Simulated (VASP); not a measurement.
Wanted: the native input for a VASP 6.6.1 run.

```yaml
Task: single point
Functional: r2SCAN
Potentials_or_basis: VASP PAW PBE potentials, release 64 (Sn_d)
Cutoff: 520 eV
k_mesh: 11 × 11 × 8
Occupations: gaussian, width 1 eV
Spin: no spin polarisation
Dipole_correction: no
Further_INCAR_settings: ALGO = Normal; EDIFF = 1e-06; NBANDS = 21
```

Sn:

```
CELL_PARAMETERS angstrom
-2.94828 2.95040 1.58882
2.95040 -2.94828 1.58882
2.94605 2.94605 -1.58493
ATOMIC_POSITIONS crystal
Sn 0.00003 0.99997 0.00000
Sn 0.74997 0.25003 0.50000
```

The input as run:

POSCAR

```
Sn
1.0
   -2.9482820713      2.9504023647      1.5888172584
    2.9504023647     -2.9482820713      1.5888172584
    2.9460530987      2.9460530987     -1.5849306448
Sn
2
Direct
    0.0000251473      0.9999748527      0.0000000000
    0.7499748527      0.2500251473      0.5000000000
```

INCAR.step1

```
SYSTEM = Sn
ALGO = Normal
EDIFF = 1E-4
ENCUT = 520
GGA = PE
ISMEAR = 0
LASPH = .TRUE.
LCHARG = .FALSE.
LREAL = .FALSE.
LWAVE = .TRUE.
NBANDS = 21
NELM = 80
PREC = Accurate
SIGMA = 1.0
```

INCAR.step2

```
SYSTEM = Sn
ALGO = Normal
EDIFF = 1E-6
ENCUT = 520
ISIF = 2
ISMEAR = 0
ISTART = 1
LASPH = .TRUE.
LCHARG = .FALSE.
LMIXTAU = .TRUE.
LREAL = .FALSE.
LWAVE = .FALSE.
METAGGA = R2SCAN
NBANDS = 21
NELM = 80
PREC = Accurate
SIGMA = 1.0
```

KPOINTS

```
k-points
0
G
  11 11 8
  0 0 0
```

Potentials or basis: VASP PAW PBE potentials, release 64 (Sn_d).

Launch:

```bash
$ cat potpaw_PBE.64/Sn_d/POTCAR > POTCAR
$ cp INCAR.step1 INCAR
$ mpirun -np 1 vasp_std > vasp.out
$ cp INCAR.step2 INCAR
$ mpirun -np 1 vasp_std > vasp.out
```

It gave:

The pressure is 0.8 GPa and the band gap on the k mesh is zero (bands 14 and 15 overlap by 3.86 eV).

Caveat: so wide a smearing shifts energies and pressures; the PAW data sets were made with another functional, which shifts forces and pressure a little; spin-orbit coupling is left out, which moves the levels of the heavy elements.

Wall time 16 min on 1 thread of AMD EPYC 7R13 Processor (Zen 3), on a shared host, peak memory 0.36 GiB.
